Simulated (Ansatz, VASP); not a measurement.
**Two plane-wave programs on Al**

File INCAR:

```
SYSTEM = Al
PREC     = Accurate       ! precision mode
ENCUT    = 520            ! plane-wave cutoff, eV
EDIFF    = 1E-6           ! SCF threshold, eV
ISMEAR   = 0              ! smearing method
SIGMA    = 0.15           ! smearing width, eV
LREAL    = .False.        ! projectors in reciprocal space
LASPH    = .True.         ! aspherical terms in the spheres
NELM     = 60             ! most SCF steps
ALGO     = Fast           ! electronic algorithm
ISIF     = 2              ! what is computed and relaxed
LWAVE    = .False.        ! write WAVECAR
LCHARG   = .True.         ! write CHGCAR
GGA      = PS             ! functional
LELF     = .True.         ! ELF
LVHAR    = .True.       
NBANDS   = 8              ! bands
```

File KPOINTS:

```
Automatic mesh
0
Gamma
  20 20 20
  0 0 0
```

Contents of POSCAR:

```
Al
1.0
    0.0632493750      2.0239800000      2.0239800000
    2.0239800000      0.0632493750      2.0239800000
    2.0872293750      2.0872293750      0.0000000000
Al
1
Direct
    0.0000000000      0.0000000000      0.0000000000
```

Input for Ansatz:

```yaml
crystal:
  lattice:
    - [0.063249375, 2.02398, 2.02398]
    - [2.02398, 0.063249375, 2.02398]
    - [2.087229375, 2.087229375, 0.0]
  atoms:
    - { symbol: Al, position: [0.0, 0.0, 0.0] }
basis:
  ecutwfc: 420
kpoints:
  mp_grid: { grid: [20, 20, 20] }
hamiltonian:
  xc: pbesol
scf:
  occupations: { method: gaussian, width: 0.15 }
output:
  forces: true
  stress: true
  eigenvalues: true
```

Change from the starting cell: strain +0.0625 x Voigt [0, 0, 0, 0, 0, 1], atoms carried along.

Alike in both runs: task single point; functional PBEsol; k mesh 20 × 20 × 20; occupations gaussian, width 0.15 eV; no spin polarisation.

|  | VASP | Ansatz |
| --- | --- | --- |
| version | VASP 6.6.1 | Ansatz 0.2.0 |
| potentials or method | VASP PAW PBE potentials, release 64 (Al), cutoff 520 eV | scalar-relativistic, plane waves, PAW |
| valence electrons in the cell | 3 | 3 |

Ansatz gave:

| Quantity | Value |
| --- | --- |
| gap on the k mesh at the Fermi level (eV) | none |
| pressure (GPa) | -1.6 |
| traceless stress, the component that is largest in VASP (GPa) | -1.97 |

**Question.** Estimate VASP's values.

**Answer.** gap on the k mesh at the Fermi level (eV): none; pressure (GPa): -1.5; traceless stress, the component that is largest in VASP (GPa): -1.99.

VASP's potentials were made for PBE, not for PBEsol. A gap of «none» marks a metal or a gap that the smearing closes.
